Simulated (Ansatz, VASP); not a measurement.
## AlN in VASP and in Ansatz

File INCAR:

```
SYSTEM = AlN
PREC = Accurate ; ENCUT = 520
EDIFF = 1E-6 ; ISMEAR = 0
SIGMA = 0.05 ; LREAL = .FALSE.
LASPH = .TRUE. ; NELM = 100
ALGO = Normal ; ISIF = 2
LWAVE = .FALSE. ; LCHARG = .FALSE.
GGA = PE ; NBANDS = 26
```

Contents of KPOINTS:

```
regular mesh
0
G
  8 8 3
  0 0 0
```

POSCAR

```
AlN
1.0
   -3.1110021516      0.0000000000      0.0000000000
   -1.5555010758     -2.6942068945      0.0000000000
   -3.8885971394     -2.2450826052      9.9560000000
Al N
4 4
Direct
   -0.4197615417     -0.4197615417      0.9037500000
   -0.0031115417     -0.0031115417      0.4037500000
    0.5385467917      0.5385467917      0.1537500000
    0.1218967917      0.1218967917      0.6537500000
    0.2531282083      0.2531282083      0.0962500000
   -0.1635217917     -0.1635217917      0.5962500000
    0.3781365417      0.3781365417      0.3462500000
   -0.0385134583     -0.0385134583      0.8462500000
```

Input for Ansatz:

```yaml
crystal:
  lattice:
    - [-3.1110021516, 0.0, 0.0]
    - [-1.5555010758, -2.6942068945, 0.0]
    - [-3.8885971394, -2.2450826052, 9.956]
  atoms:
    - { symbol: Al, position: [-0.4197615417, -0.4197615417, 0.90375] }
    - { symbol: Al, position: [-0.0031115417, -0.0031115417, 0.40375] }
    - { symbol: Al, position: [0.5385467917, 0.5385467917, 0.15375] }
    - { symbol: Al, position: [0.1218967917, 0.1218967917, 0.65375] }
    - { symbol: "N", position: [0.2531282083, 0.2531282083, 0.09625] }
    - { symbol: "N", position: [-0.1635217917, -0.1635217917, 0.59625] }
    - { symbol: "N", position: [0.3781365417, 0.3781365417, 0.34625] }
    - { symbol: "N", position: [-0.0385134583, -0.0385134583, 0.84625] }
basis:
  ecutwfc: 420
kpoints:
  mp_grid: { grid: [8, 8, 3] }
hamiltonian:
  xc: pbe
scf:
  occupations: { method: gaussian, width: 0.05 }
output:
  forces: true
  stress: true
  eigenvalues: true
```

Alike in both runs: task single point; functional PBE; k mesh 8 × 8 × 3; occupations gaussian, width 0.05 eV; no spin polarisation.

|  | VASP | Ansatz |
| --- | --- | --- |
| version | VASP 6.6.1 | Ansatz 0.2.0 |
| potentials or method | VASP PAW PBE potentials, release 64 (Al, N), cutoff 520 eV | scalar-relativistic, plane waves, PAW |
| valence electrons in the cell | 32 | 32 |

|  | VASP | Ansatz | Ansatz less VASP |
| --- | --- | --- | --- |
| gap on the k mesh at the Fermi level (eV) | 3.58 | 3.59 | +0.008 |
| least direct gap on the mesh (eV) | 3.59 | 3.59 | -0.008 |
| pressure (GPa) | 2.9 | 3.2 | +0.26 |
| traceless stress, the component that is largest in VASP (GPa) | -5.04 | -5.02 | +0.021 |
| rms of the force components (eV/Å) | 0.479 | 0.479 | 0.0000 |

Atom by atom the forces differ by 0.003 eV/Å (rms over components).
